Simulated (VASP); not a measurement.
Set up this calculation in VASP 6.6.1, as the native input.

```
Task                   : single point
Functional             : PBEsol
Potentials or basis    : VASP PAW PBE potentials, release 64 (K_sv, In_d, P)
Cutoff                 : 520 eV
k mesh                 : 4 × 4 × 4
Occupations            : gaussian, width 0.0139 eV
Spin                   : no spin polarisation
Dipole correction      : no
Further INCAR settings : ALGO = Normal; EDIFF = 1e-06; NBANDS = 38
```

The structure of K4InP2 lies in POSCAR:

```
K4InP2
1.0
    2.8486058633      4.9339300860     -0.0000010065
   -2.8486058633      4.9339300860     -0.0000010065
    0.0000000000     -3.2892848778      9.0501023166
K In P
4 1 2
Direct
    0.3963855894      0.3963855894      0.1891567682
    0.6036144106      0.6036144106      0.8108432318
    0.2096549318      0.2096549318      0.6289647955
    0.7903450682      0.7903450682      0.3710352045
    0.0000000000      0.0000000000      0.0000000000
    0.0892350327      0.0892350327      0.2677050981
    0.9107649673      0.9107649673      0.7322949019
```

One way to write it, as run:

INCAR

```
  ALGO = Normal
  EDIFF = 1E-6
  ENCUT = 520
  GGA = PS
  ISIF = 2
  ISMEAR = 0
  LASPH = True
  LCHARG = True
  LELF = True
  LREAL = False
  LVHAR = True
  LWAVE = False
  NBANDS = 38
  NELM = 60
  PREC = Accurate
  SIGMA = 0.0139
```

KPOINTS

```
k-points
0
Gamma
  4 4 4
```

Potentials or basis: VASP PAW PBE potentials, release 64 (K_sv, In_d, P).

Command:

```bash
$ cat potpaw_PBE.64/K_sv/POTCAR potpaw_PBE.64/In_d/POTCAR potpaw_PBE.64/P/POTCAR > POTCAR
$ mpirun -np 1 vasp_std > vasp.out
```

Results of the run:

```json
{
  "Pressure": "0.0 GPa",
  "Largest force": "0.021 eV/Å",
  "Band gap on the k mesh": "zero (an odd number of electrons rules out a gap without spin polarisation)"
}
```

Caveat: the PAW data sets were made with another functional, which shifts forces and pressure a little; spin-orbit coupling is left out, which moves the levels of the heavy elements.

It took 2.9 min on 1 thread of Intel(R) Xeon(R) Platinum 8259CL CPU @ 2.50GHz (Skylake/Cascade Lake), with other jobs on the host, peak memory 0.41 GiB.
